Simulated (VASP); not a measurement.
# Ti6Mo (Amm2) in VASP: single point with PBE

Aim: the single point of Ti6Mo with PBE.

All numbers are computed with VASP 6.6.1; they aren't measurements. Logs are shortened: lines on timing, memory, paths and dates and some standing lists are left out, and cuts for length are marked.

## Step 1: The cell of the first run

The structure is orthorhombic, space group Amm2 (No. 38). The conventional cell has a = 4.576 Å, b = 6.776 Å, c = 8.196 Å, α = 90.00°, β = 90.00°, γ = 90.00°. Ti (site symmetry m) has 2 Mo at 2.65 to 2.67 Å and 10 Ti at 2.86 to 3.57 Å within 3.6 Å. Within 3.6 Å of Ti (site symmetry mm2) lie 11 Ti at 2.63 to 3.55 Å and 2 Mo at 2.74 Å. Within 3.6 Å of Ti (site symmetry mm2) lie 11 Ti at 2.63 to 3.55 Å and 2 Mo at 2.75 Å. Within 3.3 Å of Ti (site symmetry m) lie 9 Ti at 2.47 to 3.16 Å and 2 Mo at 3.14 Å. Within 3.5 Å of Mo (site symmetry mm2) lie 12 Ti at 2.65 to 3.14 Å.

## Step 2: Single point, PBE

Input file INCAR:

```
SYSTEM = Ti6Mo
ALGO     = All            ! electronic algorithm
EDIFF    = 1E-6           ! SCF threshold, eV
ENCUT    = 550            ! plane-wave cutoff, eV
GGA      = PE             ! functional
GGA_COMPAT= .False.      
ISEARCH  = 1            
ISIF     = 2              ! what is computed and relaxed
ISMEAR   = 0              ! smearing method
KPAR     = 4            
LASPH    = .True.         ! aspherical terms in the spheres
LCHARG   = .False.        ! write CHGCAR
LREAL    = .False.        ! projectors in reciprocal space
LWAVE    = .False.        ! write WAVECAR
NBANDS   = 52             ! bands
NELM     = 300            ! most SCF steps
PREC     = Accurate       ! precision mode
SIGMA    = 0.1            ! smearing width, eV
```

Input file KPOINTS:

```
k-points
0
Gamma
  8 6 6
  0 0 0
```

Input file POSCAR:

```
Ti6Mo
1.0
    4.5761111431      0.0000000000      0.0000000000
    0.0000000000      3.3879913844      4.0977979069
    0.0000000000     -3.3879913844      4.0977979069
Ti Mo
6 1
Direct
    0.5000000000      0.9812300513      0.5074154965
    0.5000000000      0.5074154965      0.9812300513
    0.0000000000      0.8169952592      0.8169952592
    0.0000000000      0.1866128179      0.1866128179
    0.0000000000      0.6835652091      0.3183853332
    0.0000000000      0.3183853332      0.6835652091
    0.5000000000      0.0014477082      0.0014477082
```

Potentials or basis: VASP PAW PBE potentials, release 64 (Ti_sv, Mo_sv).

The run is started by

```bash
$ cat potpaw_PBE.64/Ti_sv/POTCAR potpaw_PBE.64/Mo_sv/POTCAR > POTCAR
$ mpirun -np 4 vasp_std > vasp.out
```

OUTCAR:

```text
SYSTEM = Ti6Mo
   EDIFF = 1E-6
   ENCUT = 550
   GGA = PE
   ISIF = 2
   ISMEAR = 0
   LASPH = .True.
   LREAL = .False.
   NELM = 300
   PREC = Accurate

 ion  position               nearest neighbor table
   1  0.500  0.981  0.507-   7 2.65   7 2.67   3 2.86   3 2.86
   2  0.500  0.507  0.981-   7 2.65   7 2.67   3 2.86   3 2.86
   3  0.000  0.817  0.817-   6 2.63   5 2.63   7 2.74   7 2.74   1 2.86   1 2.86   2 2.86   2 2.86
                             5 2.87   6 2.87
   4  0.000  0.187  0.187-   6 2.63   5 2.63   7 2.75   7 2.75   5 2.86   6 2.86
   5  0.000  0.684  0.318-   6 2.47   3 2.63   4 2.63   4 2.86   3 2.87   7 3.14   7 3.14
   6  0.000  0.318  0.684-   5 2.47   3 2.63   4 2.63   4 2.86   3 2.87   7 3.14   7 3.14
   7  0.500  0.001  0.001-   1 2.65   2 2.65   2 2.67   1 2.67   3 2.74   3 2.74   4 2.75   4 2.75
                             5 3.14   6 3.14   5 3.14   6 3.14

  LATTYP: Found a base centered orthorhombic cell.
 ALAT       =     6.7759827688
 B/A-ratio  =     1.2095065902
 C/A-ratio  =     0.6753427952

  Lattice vectors:

 A1 = (   0.0000000000,   3.3879913844,  -4.0977979069)
 A2 = (   0.0000000000,   3.3879913844,   4.0977979069)
 A3 = (   4.5761111431,   0.0000000000,   0.0000000000)

Analysis of symmetry for initial positions (statically):
=====================================================================
 Subroutine PRICEL returns:
 Original cell was already a primitive cell.

 Routine SETGRP: Setting up the symmetry group for a
 base centered orthorhombic supercell.

 Subroutine GETGRP returns: Found  4 space group operations
 (whereof  4 operations were pure point group operations)
 out of a pool of  8 trial point group operations.

The static configuration has the point symmetry C_2v.

Analysis of symmetry for dynamics (positions and initial velocities):
=====================================================================
 Subroutine PRICEL returns:
 Original cell was already a primitive cell.

 Routine SETGRP: Setting up the symmetry group for a
 base centered orthorhombic supercell.

 Subroutine GETGRP returns: Found  4 space group operations
 (whereof  4 operations were pure point group operations)
 out of a pool of  8 trial point group operations.

The dynamic configuration has the point symmetry C_2v.

 Subroutine INISYM returns: Found  4 space group operations
 (whereof  4 operations are pure point group operations),
 and found     1 'primitive' translations

[... 94 lines left out ...]
 SYSTEM =  Ti6Mo
   PREC   = accura    normal or accurate (medium, high low for compatibility)
   ISTART =      0    job   : 0-new  1-cont  2-samecut
   ICHARG =      2    charge: 1-file 2-atom 10-const
   ISPIN  =      1    spin polarized calculation?
   LNONCOLLINEAR =      F non collinear calculations
   LSORBIT =      F    spin-orbit coupling
   LASPH  =      T    aspherical Exc in radial PAW
   ENCUT  =  550.0 eV  40.42 Ry    6.36 a.u.   8.75 10.17 10.17*2*pi/ulx,y,z
   NELM   =    300;   NELMIN=  2; NELMDL= -5     # of ELM steps
   EDIFF  = 0.1E-05   stopping-criterion for ELM
   LREAL  =      F    real-space projection
[... 7 lines left out ...]
   TEBEG  =    0.0;   TEEND  =   0.0 temperature during run
   PSTRESS=    0.0 pullay stress
   NELECT =      86.0000    total number of electrons
   NUPDOWN=      -1.0000    fix difference up-down
   EMIN   =  10.00;   EMAX   =-10.00  energy-range for DOS
   EFERMI =   0.00;   METHOD = LEGACY
   ISMEAR =     0;   SIGMA  =   0.10  broadening in eV -4-tet -1-fermi 0-gaus
   EFERMI_NEDOS =   21; number of points for ismear=-14 and -15
   IALGO  =     58    algorithm
   IMIX   =      4    mixing-type and parameters
     AMIX     =   0.40;   BMIX     =  1.00
     AMIX_MAG =   1.60;   BMIX_MAG =  1.00
  volume/ion in A,a.u.               =      18.15       122.49
  Fermi-wavevector in a.u.,A,eV,Ry     =   1.437368  2.716231 28.109985  2.066026
  Thomas-Fermi vector in A             =   2.556453
   LORBIT       =      0    0 simple, 1 ext, 2 COOP (PROOUT), +10 PAW based schemes
   GGA     = PE    functional components
   LHFCALC =     F    Hartree Fock is set to
   AEXX    =    0.0000 exact exchange contribution
   IVDW    =     0    specifies the selected vdW correction
   LEPSILON=     F    determine dielectric tensor
   LRPA    =     F    only Hartree local field effects (RPA)
 non-spin polarized calculation
 Gauss-broadening in eV      SIGMA  =   0.10
  energy-cutoff  :      550.00
  volume of cell :      127.06
 maximum number of plane-waves:      3748
 NGX is ok and might be reduce to    36
   NGX = 17   NGY = 21   NGZ = 21

 number of electron      86.0000026 magnetization

 Free energy of the ion-electron system (eV)
  ---------------------------------------------------
  ext. energy  EPLUGINS =         0.00000000
  ---------------------------------------------------
  free energy    TOTEN  =       -56.27518785 eV

  energy without entropy =      -56.22565538  energy(sigma->0) =      -56.25042162

 E-fermi :   7.9409     XC(G=0): -11.3519

 val. band max:        7.9396440844   @ k =   0.0000   0.1667  -0.0000
 cond. band min:       7.9427073930   @ k =   0.0000   0.5000  -0.0000
 fundamental gap:      0.0030633086
 Fermi energy:         7.9408664007

 k-point     1 :       0.0000    0.0000    0.0000
  band No.  band energies     occupation
      1     -52.1180      2.00000
      2     -48.8942      2.00000
      3     -48.8831      2.00000
      4     -48.6606      2.00000
      5     -48.5142      2.00000
      6     -48.4590      2.00000
[... 1309 lines left out ...]
     51       9.3910      0.00000
     52       9.5516      0.00000

 [... further k-points ...]
[... 5 lines left out ...]
  --------------------------------------------------------------------------------------
  -------------------------------------------------------------------------------------
  Total       -0.1749298     -0.0965520     -0.1130336      0.0000000      0.0000000      0.0000000
  in kB       -2.2057435     -1.2174533     -1.4252748      0.0000000      0.0000000      0.0000000
  external PRESSURE =      -1.6161572 kB  Pullay stress =       0.0000000 kB

 VOLUME and BASIS-vectors are now :
 -----------------------------------------------------------------------------
  energy-cutoff  :      550.00
  volume of cell :      127.06
      direct lattice vectors                 reciprocal lattice vectors
     4.576111143  0.000000000  0.000000000     0.218526161  0.000000000  0.000000000
     0.000000000  3.387991384  4.097797907     0.000000000  0.147580068  0.122016754
     0.000000000 -3.387991384  4.097797907     0.000000000 -0.147580068  0.122016754

 POSITION                                       TOTAL-FORCE (eV/Angst)
 -----------------------------------------------------------------------------------
      2.28806      1.60528      6.10017         0.000000     -0.001171     -0.001001
      2.28806     -1.60528      6.10017         0.000000      0.001171     -0.001001
      0.00000      0.00000      6.69576         0.000000      0.000000     -0.009625
      0.00000      0.00000      1.52940         0.000000      0.000000      0.010364
      0.00000      1.23723      4.10579         0.000000      0.024067     -0.000030
      0.00000     -1.23723      4.10579         0.000000     -0.024067     -0.000030
      2.28806      0.00000      0.01186         0.000000      0.000000      0.001322
 -----------------------------------------------------------------------------------
    total drift:                                0.000000     -0.000000     -0.000364

  FREE ENERGIE OF THE ION-ELECTRON SYSTEM (eV)
  ---------------------------------------------------
  free  energy   TOTEN  =       -56.2751878545 eV

  energy  without entropy=      -56.2256556686  energy(sigma->0) =      -56.25042176
```

OSZICAR:

```text
N       E                     dE             d eps       ncg     rms           ort
DAV:   1     0.136758494074E+04    0.13676E+04   -0.46205E+04  3380   0.217E+03
DAV:   2     0.118137583856E+03   -0.12494E+04   -0.12296E+04  3380   0.665E+02
DAV:   3    -0.400329208631E+02   -0.15817E+03   -0.15310E+03  3380   0.211E+02
[... 44 lines left out ...]
CGA:  48    -0.562751841199E+02   -0.18754E-05   -0.18880E-05  3380   0.879E-05   0.531E-06
CGA:  49    -0.562751859259E+02   -0.18060E-05   -0.18017E-05  3380   0.452E-05  -0.431E-06
 trl  50    -0.562751870174E+02   -0.10915E-05   -0.11163E-05  3380   0.430E-05  -0.900E-06
CGA:  51    -0.562751870333E+02   -0.11074E-05   -0.11163E-05  3380   0.483E-05  -0.346E-06
CGA:  52    -0.562751878545E+02   -0.82112E-06   -0.82392E-06  3380   0.303E-05   0.108E-06
   1 F= -.56275188E+02 E0= -.56250422E+02  d E =-.495322E-01
```

Wall time 2.9 min (4 MPI ranks of Intel Xeon 6975P-C (Granite Rapids), shared host); peak memory 0.87 GiB.

Results:

| Property | Result |
| --- | --- |
| Free energy | -56.2752 eV |
| Pressure | -0.2 GPa |
| Largest force | 0.024 eV/Å |
| Band gap on the k mesh | zero (bands 43 and 44 overlap by 0.71 eV) |

Forces in eV/Å, atoms in the order of the input:
```
Ti   0.000 -0.001 -0.001
Ti   0.000  0.001 -0.001
Ti   0.000  0.000 -0.010
Ti   0.000  0.000  0.010
Ti   0.000  0.024  0.000
Ti   0.000 -0.024  0.000
Mo   0.000  0.000  0.001
```
